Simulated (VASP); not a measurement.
GaPt, 8 atoms in the cell. Symmetry: P2_13, No. 198, cubic system. Conventional cell: a = 4.999 Å, b = 4.999 Å, c = 4.999 Å, α = 90.00°, β = 90.00°, γ = 90.00°. Ga (site symmetry 3) has 7 Pt at 2.60 to 2.77 Å and 6 Ga at 3.10 Å within 3.4 Å. Within 3.4 Å of Pt (site symmetry 3) lie 7 Ga at 2.60 to 2.77 Å and 6 Pt at 3.07 Å. 

```yaml
Program: VASP 6.6.1
Task: single point
Functional: PBEsol
Potentials_or_basis: VASP PAW PBE potentials, release 64 (Ga_d, Pt)
Cutoff: 500 eV
k_mesh: 8 × 8 × 8
Occupations: gaussian, width 0.1 eV
Spin: no spin polarisation
Dipole_correction: no
Further_INCAR_settings: ALGO = Normal; EDIFF = 1e-06; NBANDS = 56
```

Potentials or basis: VASP PAW PBE potentials, release 64 (Ga_d, Pt).

Command:

```sh
$ cat potpaw_PBE.64/Ga_d/POTCAR potpaw_PBE.64/Pt/POTCAR > POTCAR
$ mpirun -np 1 vasp_std > vasp.out
```

Hardware: 1 thread of Intel(R) Xeon(R) Platinum 8559C (Emerald Rapids) (shared host).

How long does it take, and how much memory?

It took 120 s on 1 thread of Intel(R) Xeon(R) Platinum 8559C (Emerald Rapids) (shared host), peak memory 0.36 GiB. Counts: scf iterations 13, k points 45.
